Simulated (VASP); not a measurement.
Here is a VASP 6.6.1 calculation.

POSCAR

```
LiCl
1.0
    0.0000000000      2.5700000000      2.5700000000
    2.5700000000      0.0000000000      2.5700000000
    2.5700000000      2.5700000000      0.0000000000
Li Cl
1 1
Direct
    0.0000000000      0.0000000000      0.0000000000
    0.5000000000      0.5000000000      0.5000000000
```

INCAR.step1

```
  ALGO = Normal
  EDIFF = 1E-8
  ENCUT = 500
  GGA = PE
  ISMEAR = 0
  LASPH = True
  LCHARG = False
  LREAL = False
  LWAVE = True
  NELM = 60
  PREC = Accurate
  SIGMA = 0.01
```

The input INCAR.step2:

```
  ALGO = Exact
  EDIFF = 1E-8
  ENCUT = 500
  GGA = PE
  ISMEAR = 0
  ISTART = 1
  LASPH = True
  LCHARG = False
  LOPTICS = True
  LREAL = False
  LWAVE = True
  NBANDS = 170
  NELM = 1
  PREC = Accurate
  SIGMA = 0.01
```

The input INCAR.step3:

```
  ALGO = EVGW0
  EDIFF = 1E-8
  ENCUT = 500
  ENCUTGW = 113.3
  GGA = PE
  ISMEAR = 0
  ISTART = 1
  LASPH = True
  LCHARG = False
  LREAL = False
  LWAVE = False
  NBANDS = 170
  NBANDSGW = 12
  NELMGW = 1
  NOMEGA = 96
  OMEGAMAX = 30
  PREC = Accurate
  PRECFOCK = Fast
  SIGMA = 0.01
```

The input KPOINTS:

```
k-points
0
Gamma
  2 2 2
```

Potentials or basis: VASP PAW PBE potentials, release 64 (Li_GW, Cl_GW).

The run is started by

```sh
$ cat potpaw_PBE.64/Li_GW/POTCAR potpaw_PBE.64/Cl_GW/POTCAR > POTCAR
$ cp INCAR.step1 INCAR
$ mpirun -np 1 vasp_std > vasp.out
$ cp INCAR.step2 INCAR
$ mpirun -np 1 vasp_std > vasp.out
$ cp INCAR.step3 INCAR
$ mpirun -np 1 vasp_std > vasp.out
```

What does it give for the quasiparticle gap?

8.49 eV.

Predict the least direct quasiparticle gap.

8.49 eV.

What does it give for the least direct gap of the starting levels on the mesh?

6.19 eV.

Predict the band gap of the starting levels on the mesh.

6.19 eV.

Caveat: the k points lie up to 1.06 Å⁻¹ apart; bands, screening cutoff and mesh are small and nothing is extrapolated, so the quasiparticle values aren't converged.
